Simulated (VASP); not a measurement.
# Mo (P6/mmm) in VASP: notebook

Runs on Mo. Level: r2SCAN. Tasks: single point.

Program: VASP 6.6.1. These are calculated values, not measurements. Logs are shortened: lines on timing, memory, paths and dates and some standing lists are left out, and cuts for length are marked.

## Step 1: The cell of the first run

It takes space group P6/mmm (No. 191, hexagonal). Conventional cell: a = 2.736 Å, b = 2.736 Å, c = 2.632 Å, α = 90.00°, β = 90.00°, γ = 120.00°. Within 3.5 Å of Mo (site symmetry 6/mmm) lie 8 Mo at 2.63 to 2.74 Å.

This isn't the form of Mo at room conditions, which is bcc.

## Step 2: Single point, r2SCAN (strain +0.000 along x and y, +0.030 along z)

POSCAR reads:

```
Mo
1.0
    2.7355103972      0.0000000000      0.0000000000
   -1.3677551986      2.3690214963      0.0000000000
    0.0000000000      0.0000000000      2.6318361210
Mo
1
Direct
    0.0000000000      0.0000000000      0.5000000000
```

INCAR.step1 reads:

```
PREC = Accurate
ENCUT = 520
ISMEAR = 0
SIGMA = 0.15
LREAL = False
LASPH = True
NELM = 60
NBANDS = 13
GGA = PE
ALGO = Normal
EDIFF = 1E-4
LWAVE = True
LCHARG = False
```

INCAR.step2 reads:

```
PREC = Accurate
ENCUT = 520
EDIFF = 1E-6
ISMEAR = 0
SIGMA = 0.15
LREAL = False
LASPH = True
NELM = 60
ALGO = Normal
ISIF = 2
LWAVE = False
LCHARG = True
METAGGA = R2SCAN
LMIXTAU = True
LELF = True
LVHAR = True
NBANDS = 13
ISTART = 1
```

KPOINTS reads:

```
regular mesh
0
Gamma
  18 18 18
```

Potentials or basis: VASP PAW PBE potentials, release 64 (Mo_sv).

Run with:

```bash
$ cat potpaw_PBE.64/Mo_sv/POTCAR > POTCAR
$ cp INCAR.step1 INCAR
$ mpirun -np 1 vasp_std > vasp.out
$ cp INCAR.step2 INCAR
$ mpirun -np 1 vasp_std > vasp.out
```

OUTCAR:

```text
PREC = Accurate
   ENCUT = 520
   EDIFF = 1E-6
   ISMEAR = 0
   LREAL = False
   LASPH = True
   NELM = 60
   ISIF = 2
   METAGGA = R2SCAN
   ISTART = 1

 ion  position               nearest neighbor table
   1  0.000  0.000  0.500-

  LATTYP: Found a hexagonal cell.
 ALAT       =     2.7355103972
 C/A-ratio  =     0.9621005731

  Lattice vectors:

 A1 = (   2.7355103972,   0.0000000000,   0.0000000000)
 A2 = (  -1.3677551986,   2.3690214963,   0.0000000000)
 A3 = (   0.0000000000,   0.0000000000,   2.6318361210)

Analysis of symmetry for initial positions (statically):
=====================================================================
 Subroutine PRICEL returns:
 Original cell was already a primitive cell.

 Routine SETGRP: Setting up the symmetry group for a
 hexagonal supercell.

 Subroutine GETGRP returns: Found 24 space group operations
 (whereof 24 operations were pure point group operations)
 out of a pool of 24 trial point group operations.

The static configuration has the point symmetry D_6h.

Analysis of symmetry for dynamics (positions and initial velocities):
=====================================================================
 Subroutine PRICEL returns:
 Original cell was already a primitive cell.

 Routine SETGRP: Setting up the symmetry group for a
 hexagonal supercell.

 Subroutine GETGRP returns: Found 24 space group operations
 (whereof 24 operations were pure point group operations)
 out of a pool of 24 trial point group operations.

The dynamic configuration has the point symmetry D_6h.

 Subroutine INISYM returns: Found 24 space group operations
 (whereof 24 operations are pure point group operations),
 and found     1 'primitive' translations

----------------------------------------------------------------------------------------

                                     Primitive cell

  volume of cell :      17.0556

  direct lattice vectors                    reciprocal lattice vectors
     2.735510397  0.000000000  0.000000000     0.365562493  0.211057604  0.000000000
    -1.367755199  2.369021496  0.000000000     0.000000000  0.422115207  0.000000000
     0.000000000  0.000000000  2.631836121     0.000000000  0.000000000  0.379962868

  length of vectors
     2.735510397  2.735510397  2.631836121     0.422115207  0.422115207  0.379962868

  position of ions in fractional coordinates (direct lattice)
     0.000000000  0.000000000  0.500000000

  ion indices of the primitive-cell ions
   primitive index   ion index
                 1           1

[... 80 lines left out ...]
   TEBEG  =    0.0;   TEEND  =   0.0 temperature during run
   PSTRESS=    0.0 pullay stress
   NELECT =      14.0000    total number of electrons
   NUPDOWN=      -1.0000    fix difference up-down
   EMIN   =  10.00;   EMAX   =-10.00  energy-range for DOS
   EFERMI =   0.00;   METHOD = LEGACY
   ISMEAR =     0;   SIGMA  =   0.15  broadening in eV -4-tet -1-fermi 0-gaus
   EFERMI_NEDOS =   21; number of points for ismear=-14 and -15
   IALGO  =     38    algorithm
   IMIX   =      4    mixing-type and parameters
     AMIX     =   0.40;   BMIX     =  1.00
     AMIX_MAG =   1.60;   BMIX_MAG =  1.00
  volume/ion in A,a.u.               =      17.06       115.10
  Fermi-wavevector in a.u.,A,eV,Ry     =   1.532835  2.896638 31.968024  2.349583
  Thomas-Fermi vector in A             =   2.639986
   LORBIT       =      0    0 simple, 1 ext, 2 COOP (PROOUT), +10 PAW based schemes
   METAGGA = R2SCAN    functional components
   LHFCALC =     F    Hartree Fock is set to
   AEXX    =    0.0000 exact exchange contribution
   IVDW    =     0    specifies the selected vdW correction
   LEPSILON=     F    determine dielectric tensor
   LRPA    =     F    only Hartree local field effects (RPA)
 non-spin polarized calculation
 Gauss-broadening in eV      SIGMA  =   0.15
  energy-cutoff  :      520.00
  volume of cell :       17.06
 maximum number of plane-waves:       480
   NGX = 11   NGY = 11   NGZ =  9

 number of electron      14.0000004 magnetization

 Free energy of the ion-electron system (eV)
  ---------------------------------------------------
  ext. energy  EPLUGINS =         0.00000000
  ---------------------------------------------------
  free energy    TOTEN  =       -25.12635742 eV

  energy without entropy =      -25.11701874  energy(sigma->0) =      -25.12168808

 E-fermi :  11.2508     XC(G=0): -13.9520

 val. band max:       11.2452472058   @ k =   0.2778   0.0000   0.3333
 cond. band min:      11.2670435745   @ k =   0.3889   0.0556   0.3889
 fundamental gap:      0.0217963686
 Fermi energy:        11.2508071883

 k-point     1 :       0.0000    0.0000    0.0000
  band No.  band energies     occupation
      1     -51.8627      2.00000
      2     -24.5002      2.00000
      3     -24.3611      2.00000
      4     -24.3611      2.00000
      5       4.0335      2.00000
      6       6.6213      2.00000
      7      10.2685      2.00000
      8      10.2685      2.00000
      9      15.2540      0.00000
     10      15.2540      0.00000
     11      24.8575      0.00000
     12      26.8384      0.00000
     13      33.0279      0.00000
[... 354 lines left out ...]
  band No.  band energies     occupation
      1     -51.6155      2.00000
      2     -25.7385      2.00000
      3     -24.8022      2.00000
      4     -24.3315      2.00000
      5       6.5782      2.00000
      6       7.9879      2.00000
      7      11.1882      1.44524
      8      12.0746      0.00000
      9      14.2652      0.00000
     10      16.2249      0.00000
     11      21.6481      0.00000
     12      24.4103      0.00000
     13      28.8568      0.00000

 [... further k-points ...]

------------------------ aborting loop because EDIFF is reached ----------------------------------------

  FORCE on cell =-STRESS in cart. coord.  units (eV):
  Direction    XX          YY          ZZ          XY          YZ          ZX
  --------------------------------------------------------------------------------------
  -------------------------------------------------------------------------------------
  Total        0.0666298      0.0666298     -1.4999077     -0.0000000     -0.0000000      0.0000000
  in kB        6.2591119      6.2591119   -140.8993221     -0.0000000     -0.0000000      0.0000000
  external PRESSURE =     -42.7936994 kB  Pullay stress =       0.0000000 kB

 VOLUME and BASIS-vectors are now :
 -----------------------------------------------------------------------------
  energy-cutoff  :      520.00
  volume of cell :       17.06
      direct lattice vectors                 reciprocal lattice vectors
     2.735510397  0.000000000  0.000000000     0.365562493  0.211057604  0.000000000
    -1.367755199  2.369021496  0.000000000     0.000000000  0.422115207  0.000000000
     0.000000000  0.000000000  2.631836121     0.000000000  0.000000000  0.379962868

 POSITION                                       TOTAL-FORCE (eV/Angst)
 -----------------------------------------------------------------------------------
      0.00000      0.00000      1.31592         0.000000      0.000000      0.000000
 -----------------------------------------------------------------------------------
    total drift:                                0.000000      0.000000     -0.000000

  FREE ENERGIE OF THE ION-ELECTRON SYSTEM (eV)
  ---------------------------------------------------
  free  energy   TOTEN  =       -25.1263574205 eV

  energy  without entropy=      -25.1170187388  energy(sigma->0) =      -25.12168808
```

OUTCAR.step1:

```text
PREC = Accurate
   ENCUT = 520
   ISMEAR = 0
   LREAL = False
   LASPH = True
   NELM = 60
[... 599 lines left out ...]

 POSITION                                       TOTAL-FORCE (eV/Angst)
 -----------------------------------------------------------------------------------
      0.00000      0.00000      1.31592         0.000000      0.000000      0.000000
 -----------------------------------------------------------------------------------
    total drift:                               -0.000000      0.000000     -0.000000

  FREE ENERGIE OF THE ION-ELECTRON SYSTEM (eV)
  ---------------------------------------------------
  free  energy   TOTEN  =       -10.0380012786 eV

  energy  without entropy=      -10.0291208486  energy(sigma->0) =      -10.03356106
```

It took 3.9 min on 1 thread of Intel Xeon Platinum 8375C at 2.90GHz (Ice Lake), shared host; peak memory 0.19 GiB.

Results:

```
Free energy            : -25.1264 eV
Pressure               : -4.3 GPa
Band gap on the k mesh : zero (bands 7 and 8 overlap by 1.77 eV)
```

Stress tensor (GPa, compression positive):
```
  0.63   0.00   0.00
  0.00   0.63   0.00
  0.00   0.00 -14.09
```

Caveat: the cell differs from its parent crystal (strain +0.000 along x and y, +0.030 along z); the cell stands under tension; the PAW data sets were made with another functional, which shifts forces and pressure a little.

## Step 3: Single point, r2SCAN (strain +0.015 along x and y, +0.000 along z)

POSCAR reads:

```
Mo
1.0
    2.7765430532      0.0000000000      0.0000000000
   -1.3882715266      2.4045568187      0.0000000000
    0.0000000000      0.0000000000      2.5551807000
Mo
1
Direct
    0.0000000000      0.0000000000      0.5000000000
```

INCAR.step1 reads:

```
SYSTEM = Mo
PREC = Accurate ; ENCUT = 520
ISMEAR = 0 ; SIGMA = 0.15
LREAL = .FALSE. ; LASPH = .TRUE.
NELM = 100 ; NBANDS = 13
GGA = PE ; ALGO = Normal
EDIFF = 1E-4 ; LWAVE = .TRUE.
LCHARG = .FALSE.
```

INCAR.step2 reads:

```
SYSTEM = Mo
PREC = Accurate ; ENCUT = 520
EDIFF = 1E-7 ; ISMEAR = 0
SIGMA = 0.15 ; LREAL = .FALSE.
LASPH = .TRUE. ; NELM = 100
ALGO = Normal ; ISIF = 2
LWAVE = .FALSE. ; LCHARG = .TRUE.
METAGGA = R2SCAN ; LMIXTAU = .TRUE.
LELF = .TRUE. ; LVHAR = .TRUE.
NBANDS = 13 ; ISTART = 1
```

KPOINTS reads:

```
Automatic mesh
0
G
  18 18 18
  0 0 0
```

Potentials or basis: VASP PAW PBE potentials, release 64 (Mo_sv).

Run with:

```bash
$ cat potpaw_PBE.64/Mo_sv/POTCAR > POTCAR
$ cp INCAR.step1 INCAR
$ mpirun -np 1 vasp_std > vasp.out
$ cp INCAR.step2 INCAR
$ mpirun -np 1 vasp_std > vasp.out
```

OUTCAR:

```text
SYSTEM = Mo
   PREC = Accurate
   ENCUT = 520
   EDIFF = 1E-7
   ISMEAR = 0
   LREAL = .FALSE.
   LASPH = .TRUE.
   NELM = 100
   ISIF = 2
   METAGGA = R2SCAN
   ISTART = 1

 ion  position               nearest neighbor table
   1  0.000  0.000  0.500-

  LATTYP: Found a hexagonal cell.
 ALAT       =     2.7765430532
 C/A-ratio  =     0.9202741146

  Lattice vectors:

 A1 = (   2.7765430532,   0.0000000000,   0.0000000000)
 A2 = (  -1.3882715266,   2.4045568187,   0.0000000000)
[... 565 lines left out ...]

 [... further k-points ...]

------------------------ aborting loop because EDIFF is reached ----------------------------------------

  FORCE on cell =-STRESS in cart. coord.  units (eV):
  Direction    XX          YY          ZZ          XY          YZ          ZX
  --------------------------------------------------------------------------------------
  -------------------------------------------------------------------------------------
  Total       -0.5293845     -0.5293845     -0.4921365      0.0000000     -0.0000000      0.0000000
  in kB      -49.7188117    -49.7188117    -46.2205440      0.0000000     -0.0000000      0.0000000
  external PRESSURE =     -48.5527225 kB  Pullay stress =       0.0000000 kB

 VOLUME and BASIS-vectors are now :
 -----------------------------------------------------------------------------
  energy-cutoff  :      520.00
  volume of cell :       17.06
      direct lattice vectors                 reciprocal lattice vectors
     2.776543053  0.000000000  0.000000000     0.360160091  0.207938526  0.000000000
    -1.388271527  2.404556819  0.000000000     0.000000000  0.415877052  0.000000000
     0.000000000  0.000000000  2.555180700     0.000000000  0.000000000  0.391361754

 POSITION                                       TOTAL-FORCE (eV/Angst)
 -----------------------------------------------------------------------------------
      0.00000      0.00000      1.27759         0.000000      0.000000      0.000000
 -----------------------------------------------------------------------------------
    total drift:                                0.000000      0.000000     -0.000000

  FREE ENERGIE OF THE ION-ELECTRON SYSTEM (eV)
  ---------------------------------------------------
  free  energy   TOTEN  =       -25.1490018524 eV

  energy  without entropy=      -25.1396619620  energy(sigma->0) =      -25.14433191
```

OUTCAR.step1:

```text
SYSTEM = Mo
   PREC = Accurate
   ENCUT = 520
   ISMEAR = 0
   LREAL = .FALSE.
   LASPH = .TRUE.
   NELM = 100
[... 602 lines left out ...]
 -----------------------------------------------------------------------------------
      0.00000      0.00000      1.27759         0.000000      0.000000      0.000000
 -----------------------------------------------------------------------------------
    total drift:                                0.000000      0.000000     -0.000000

  FREE ENERGIE OF THE ION-ELECTRON SYSTEM (eV)
  ---------------------------------------------------
  free  energy   TOTEN  =       -10.0649211313 eV

  energy  without entropy=      -10.0539794153  energy(sigma->0) =      -10.05945027
```

It took 4.2 min on 1 thread of Intel Xeon Platinum 8375C at 2.90GHz (Ice Lake), shared host; peak memory 0.2 GiB.

Results:

```yaml
Free_energy: -25.1490 eV
Pressure: -4.9 GPa
Band_gap_on_the_k_mesh: zero (bands 7 and 8 overlap by 1.73 eV)
```

Stress tensor (GPa, compression positive):
```
-4.97  0.00  0.00
 0.00 -4.97  0.00
 0.00  0.00 -4.62
```

Caveat: the cell differs from its parent crystal (strain +0.015 along x and y, +0.000 along z); the cell stands under tension; the PAW data sets were made with another functional, which shifts forces and pressure a little.

(Continued in part 2 of 2.)
